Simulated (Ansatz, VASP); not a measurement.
# BeTe in VASP and in Ansatz

```
Be Te
1.0
     0.00000    2.35360    2.35360
     2.35360    0.00000    2.35360
     2.35360    2.35360    0.00000
Be Te
1 1
Direct
  0.00000 0.00000 0.00000
  0.50000 0.50000 0.50000
```

Change from the starting cell: volume scaled by 0.7, PAW files.

Alike in both runs: task single point; functional PBEsol; k mesh 15 × 15 × 15; occupations fermi-dirac, width 0.08 eV; no spin polarisation.

|  | VASP | Ansatz |
| --- | --- | --- |
| version | VASP 6.6.1 | Ansatz 0.2.0 |
| potentials or method | VASP PAW PBE potentials, release 64 (Be, Te) | PAW with Ansatz's default frozen-core files, scalar-relativistic |
| plane-wave cutoff (eV) | 520 | 420 |
| valence electrons in the cell | 8 | 18 |

Ansatz gave:

* pressure (GPa): 53.4

Question: What did VASP give for the same quantities?

Answer: Pressure (GPa): 54.3.

VASP's potentials were made for PBE, not for PBEsol. Both programs put the cell under a high pressure, so it lies far from rest at this level. VASP's potentials hold 8 valence electrons a cell and Ansatz's 18, so a difference there can come from the potentials and not from the codes.

Spin-orbit coupling is off throughout.
